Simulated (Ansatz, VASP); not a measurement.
## Two plane-wave programs on Ni

File INCAR:

```
SYSTEM = Ni
ALGO = Normal
EDIFF = 1E-6
ENCUT = 520
GGA = PE
ISIF = 2
ISMEAR = -1
ISPIN = 2
LASPH = .TRUE.
LCHARG = .FALSE.
LMAXMIX = 4
LORBIT = 11
LREAL = .FALSE.
LWAVE = .FALSE.
MAGMOM = 2
NBANDS = 15
NELM = 150
PREC = Accurate
SIGMA = 0.1
```

Contents of KPOINTS:

```
k-points
0
G
  12 12 12
  0 0 0
```

Contents of POSCAR:

```
Ni
1.0
    0.0000000000      1.7855000000      1.7855000000
    1.7855000000      0.0000000000      1.7855000000
    1.7855000000      1.7855000000      0.0000000000
Ni
1
Direct
    0.0000000000      0.0000000000      0.0000000000
```

Input for Ansatz:

```yaml
crystal:
  lattice:
    - [0.0, 1.7855, 1.7855]
    - [1.7855, 0.0, 1.7855]
    - [1.7855, 1.7855, 0.0]
  atoms:
    - { symbol: Ni, position: [0.0, 0.0, 0.0], spin: 2.0 }
magnetization:
  spin_polarized: true
hamiltonian:
  xc: pbe
  pseudopotentials: { kind: paw }
basis:
  ecutwfc: 420
kpoints:
  mp_grid: { grid: [12, 12, 12] }
scf:
  occupations: { method: fermi_dirac, width: 0.1 }
  lower_state_search: "off"
output:
  forces: true
  stress: true
```

Alike in both runs: task single point; functional PBE; k mesh 12 × 12 × 12; occupations fermi-dirac, width 0.1 eV; collinear spin.

|  | VASP | Ansatz |
| --- | --- | --- |
| version | VASP 6.6.1 | Ansatz 0.2.0 |
| potentials or method | VASP PAW PBE potentials, release 64 (Ni), cutoff 520 eV | PAW, plane waves, scalar-relativistic |
| valence electrons in the cell | 10 | 18 |

|  | VASP | Ansatz | Ansatz less VASP |
| --- | --- | --- | --- |
| pressure (GPa) | -7.3 | -7.4 | -0.10 |
| net moment per atom (μB) | 0.65 | 0.67 | +0.016 |
| size of the moment on the site where the two differ most (μB) | 0.67 | 0.71 | +0.042 |

Site moments also hang on the region over which each program counts them. VASP's potentials hold 10 valence electrons a cell and Ansatz's 18, so a difference there can come from the potentials and not from the codes.
